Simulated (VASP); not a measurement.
TiAl, 2 atoms in the cell. Symmetry: P4/mmm, No. 123, tetragonal system. Conventional cell: a = 2.822 Å, b = 2.822 Å, c = 4.078 Å, α = 90.00°, β = 90.00°, γ = 90.00°. Within 3.7 Å of Ti (site symmetry 4/mmm) lie 4 Ti at 2.82 Å and 8 Al at 2.85 Å. Al (site symmetry 4/mmm) has 4 Al at 2.82 Å and 8 Ti at 2.85 Å within 3.7 Å. 

```yaml
Program: VASP 6.6.1
Task: single point
Functional: PBE
Potentials_or_basis: VASP PAW PBE potentials, release 64 (Ti_sv, Al)
Cutoff: 520 eV
k_mesh: 14 × 14 × 10
Occupations: gaussian, width 0.1 eV
Spin: no spin polarisation
Dipole_correction: no
Further_INCAR_settings: ALGO = Normal; EDIFF = 1e-07; NBANDS = 14
```

Potentials or basis: VASP PAW PBE potentials, release 64 (Ti_sv, Al).

Command:

```sh
$ cat potpaw_PBE.64/Ti_sv/POTCAR potpaw_PBE.64/Al/POTCAR > POTCAR
$ mpirun -np 1 vasp_std > vasp.out
```

Hardware: 1 thread of Intel(R) Xeon(R) Platinum 8559C (Emerald Rapids) (shared host).

How long does it take, and how much memory?

Run time: 40 s on 1 thread of Intel(R) Xeon(R) Platinum 8559C (Emerald Rapids), on a shared host, peak memory 0.22 GiB. Counts: scf iterations 15, k points 216.
